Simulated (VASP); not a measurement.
The system is CdS.

```xyz
2
Lattice="0.0000 2.7532 2.7532 2.7532 0.0000 2.7532 2.7532 2.7532 0.0000" Properties=species:S:1:pos:R:3 pbc="T T T"
Cd    0.0000    0.0000    0.0000
S     2.7532    2.7532    2.7532
```

```yaml
Program: VASP 6.6.1
Task: relaxation of cell and atoms
Functional: LDA
Potentials_or_basis: VASP PAW LDA potentials, release 64 (Cd_sv_GW, S)
Cutoff: 630 eV
k_mesh: 6 × 6 × 6
Occupations: fermi-dirac, width 0.01 eV
Spin: no spin polarisation
```

At the start: pressure -6.9 GPa; volume 20.87 Å³/atom.

Where does the relaxation end?

Over 3 steps the energy falls by 42.1 meV/atom and the volume is 19.07 Å³/atom (-8.6 %); space group Fm-3m (No. 225, to 0.1 Å) before and after.

The path:
```
step  energy change (eV)  largest force (eV/Å)  pressure (GPa)  volume (Å³)
   1              0.0000                0.0000           -6.89        41.74
   2             -0.0637                0.0000            4.33        36.55
   3             -0.0841                0.0000           -0.01        38.14
```

Final structure:
```yaml
crystal:
  lattice:
    - [0.00000, 2.67156, 2.67156]
    - [2.67156, 0.00000, 2.67156]
    - [2.67156, 2.67156, 0.00000]
  atoms:
    - { symbol: Cd, position: [0.00000, 0.00000, 0.00000] }
    - { symbol: S, position: [0.50000, 0.50000, 0.50000] }
```
